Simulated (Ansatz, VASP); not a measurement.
Al3BN2: VASP beside Ansatz

```xyz
12
Lattice="2.8723 0.0000 0.0000 -1.4361 2.4875 0.0000 0.0000 0.0000 15.7325" Properties=species:S:1:pos:R:3 pbc="T T T"
Al    0.0000    1.6583    5.5058
Al    1.4361    0.8292   10.2267
Al    0.0000    0.0000    7.8662
Al    0.0000    1.6583    2.3604
Al    1.4361    0.8292   13.3720
Al    0.0000    0.0000    0.0000
B     0.0000    0.0000    3.9331
B     0.0000    0.0000   11.7994
N     1.4361    0.8292    6.6937
N     0.0000    1.6583    9.0388
N     1.4361    0.8292    1.1726
N     0.0000    1.6583   14.5599
```

Alike in both runs: functional PBE; k mesh 5 × 5 × 1; occupations gaussian, width 0.15 eV; no spin polarisation.

Ansatz relaxed the structure, and its values are those at the end. VASP's run is a single point on that final structure, the one shown.

|  | VASP | Ansatz |
| --- | --- | --- |
| version | VASP 6.6.1 | Ansatz 0.2.0 |
| potentials or method | VASP PAW PBE potentials, release 64 (Al, B, N), cutoff 600 eV | scalar-relativistic, plane waves, PAW |
| valence electrons in the cell | 44 | 44 |

|  | VASP | Ansatz | Ansatz less VASP |
| --- | --- | --- | --- |
| gap on the k mesh at the Fermi level (eV) | none | none | - |
| pressure (GPa) | -0.7 | -0.4 | +0.30 |
| rms of the force components (eV/Å) | 0.005 | 0.010 | +0.0043 |

A gap of «none» marks a metal or a gap that the smearing closes.

The k mesh is coarse, so the values compare programs but aren't converged.
